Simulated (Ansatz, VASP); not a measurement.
NbAs: VASP beside Ansatz

```
CELL_PARAMETERS angstrom
-1.72585 1.72585 5.84000
1.72585 -1.72585 5.84000
1.72585 1.72585 -5.84000
ATOMIC_POSITIONS crystal
Nb 0.50000 0.00000 0.50000
Nb 0.75000 0.75000 0.00000
As 0.91600 0.41600 0.50000
As 0.16600 0.16600 0.00000
```

Alike in both runs: task relaxation of cell and atoms; functional BLYP; dispersion D3(BJ); k mesh 11 × 11 × 11; occupations fermi-dirac, width 0.05 eV; no spin polarisation.

|  | VASP | Ansatz |
| --- | --- | --- |
| version | VASP 6.6.1 | Ansatz 0.2.0 |
| potentials or method | VASP PAW PBE potentials, release 64 (Nb_sv, As) | Ansatz PAW |
| plane-wave cutoff (eV) | 600 | 420 |
| valence electrons in the cell | 36 | 56 |

Ansatz gave:

```
relaxed volume (Å³/atom)                                                      : 17.11
relaxed length of the cell vector where the two differ most in proportion (Å) : 6.284
```

Problem. Which values does VASP return?

Solution. Relaxed volume (Å³/atom): 17.16; relaxed length of the cell vector where the two differ most in proportion (Å): 6.288.

VASP's potentials were made for PBE, not for BLYP. VASP's potentials hold 36 valence electrons a cell and Ansatz's 56, so a difference there can come from the potentials and not from the codes.

Noted on Ansatz's run: the plane-wave basis is chosen anew once the cell has moved, so the energies of steps on either side of that aren't comparable.
